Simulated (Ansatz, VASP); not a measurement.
One calculation of CdS, two programs

The input INCAR:

```
SYSTEM = CdS
PREC     = Accurate       ! precision mode
ENCUT    = 500            ! plane-wave cutoff, eV
EDIFF    = 1E-6           ! SCF threshold, eV
ISMEAR   = -1             ! smearing method
SIGMA    = 0.05           ! smearing width, eV
LREAL    = .False.        ! projectors in reciprocal space
LASPH    = .True.         ! aspherical terms in the spheres
NELM     = 120            ! most SCF steps
ALGO     = Normal         ! electronic algorithm
ISIF     = 2              ! what is computed and relaxed
LWAVE    = .False.        ! write WAVECAR
LCHARG   = .False.        ! write CHGCAR
GGA      = PS             ! functional
NBANDS   = 16             ! bands
GGA_COMPAT= .False.
```

File KPOINTS:

```
regular mesh
0
Gamma
  6 6 6
  0 0 0
```

POSCAR

```
CdS
1.0
    0.0000000000      2.7532440000      2.7532440000
    2.7532440000      0.0000000000      2.7532440000
    2.7532440000      2.7532440000      0.0000000000
Cd S
1 1
Direct
    0.0000000000      0.0000000000      0.0000000000
    0.5000000000      0.5000000000      0.5000000000
```

Input for Ansatz:

```yaml
crystal:
  lattice:
    - [0.0, 2.753244, 2.753244]
    - [2.753244, 0.0, 2.753244]
    - [2.753244, 2.753244, 0.0]
  atoms:
    - { symbol: Cd, position: [0.0, 0.0, 0.0] }
    - { symbol: S, position: [0.5, 0.5, 0.5] }
basis:
  ecutwfc: 462.593566181796
kpoints:
  mp_grid:
    grid: [6, 6, 6]
hamiltonian:
  xc: pbesol
scf:
  occupations:
    method: fermi_dirac
    width: 0.05
output:
  stress: true
```

Alike in both runs: task single point; functional PBEsol; k mesh 6 × 6 × 6; occupations fermi-dirac, width 0.05 eV; no spin polarisation.

|  | VASP | Ansatz |
| --- | --- | --- |
| version | VASP 6.6.1 | Ansatz 0.2.0 |
| potentials or method | VASP PAW PBE potentials, release 64 (Cd, S), cutoff 500 eV | plane waves, PAW |
| valence electrons in the cell | 18 | 26 |

VASP gave:

- pressure (GPa): -3.9

Task: Estimate Ansatz's values.

Result: Pressure (GPa): -4.4.

VASP's potentials were made for PBE, not for PBEsol. VASP's potentials hold 18 valence electrons a cell and Ansatz's 26, so a difference there can come from the potentials and not from the codes.
